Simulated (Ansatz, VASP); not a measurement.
# Ga: VASP beside Ansatz

```xyz
1
Lattice="-1.3844 1.3844 2.3112 1.3844 -1.3844 2.3112 1.3844 1.3844 -2.3112" Properties=species:S:1:pos:R:3 pbc="T T T"
Ga    0.0000    0.0000    0.0000
```

Alike in both runs: task relaxation of cell and atoms; functional PBE; dispersion D3(BJ); k mesh 13 × 13 × 13; occupations fermi-dirac, width 0.05 eV; no spin polarisation.

|  | VASP | Ansatz |
| --- | --- | --- |
| version | VASP 6.6.1 | Ansatz 0.2.0 |
| potentials or method | VASP PAW PBE potentials, release 64 (Ga_d) | Ansatz PAW |
| plane-wave cutoff (eV) | 600 | 420 |
| valence electrons in the cell | 13 | 13 |

Ansatz gave:

- gap on the k mesh at the Fermi level, each at its own relaxed structure (eV): none
- relaxed volume (Å³/atom): 17.84
- relaxed cell length with the largest relative difference (Å): 3.028

Estimate VASP's values.

gap on the k mesh at the Fermi level, each at its own relaxed structure (eV): none; relaxed volume (Å³/atom): 17.87; relaxed cell length with the largest relative difference (Å): 3.029.

A gap of «none» marks a metal or a gap that the smearing closes.

Noted on Ansatz's run: the plane-wave basis is chosen anew once the cell has moved, so the energies of steps on either side of that aren't comparable.
